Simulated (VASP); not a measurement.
A run of VASP 6.6.1:

File INCAR:

```
PREC = Accurate ; ENCUT = 520
EDIFF = 1E-7 ; ISMEAR = 0
SIGMA = 0.05 ; LREAL = F
LASPH = T ; NELM = 60
ALGO = Normal ; ISIF = 2
LWAVE = F ; LCHARG = F
GGA = PS ; NBANDS = 26
```

The input KPOINTS:

```
Automatic mesh
0
Gamma
  9 9 4
```

Contents of POSCAR:

```
MgO
1.0
    3.2553371795      0.0000000000      0.0000000000
   -1.6276685897      2.8192046953      0.0000000000
    0.0000000000      0.0000000000     10.4149514991
Mg O
4 4
Direct
    0.3333333333      0.6666666667      0.9695963559
    0.0000000000      0.0000000000      0.2209473890
    0.0000000000      0.0000000000      0.7209473890
    0.6666666667      0.3333333333      0.4695963559
    0.3333333333      0.6666666667      0.7799156657
   -0.1198032580      0.0000000000      0.5919490456
    0.0000000000      0.0000000000      0.0295387694
    0.6666666667      0.3333333333      0.2799156657
```

Potentials or basis: VASP PAW PBE potentials, release 64 (Mg, O).

Run with:

```sh
$ cat potpaw_PBE.64/Mg/POTCAR potpaw_PBE.64/O/POTCAR > POTCAR
$ mpirun -np 1 vasp_std > vasp.out
```

Hardware: 1 thread of Oxide Virtual Turin-like Processor, with other jobs on the host.

How long does it take, and how much memory?

Wall time 9.6 min on 1 thread of Oxide Virtual Turin-like Processor, with other jobs on the host, peak memory 0.39 GiB. Counts: scf iterations 17, k points 163.
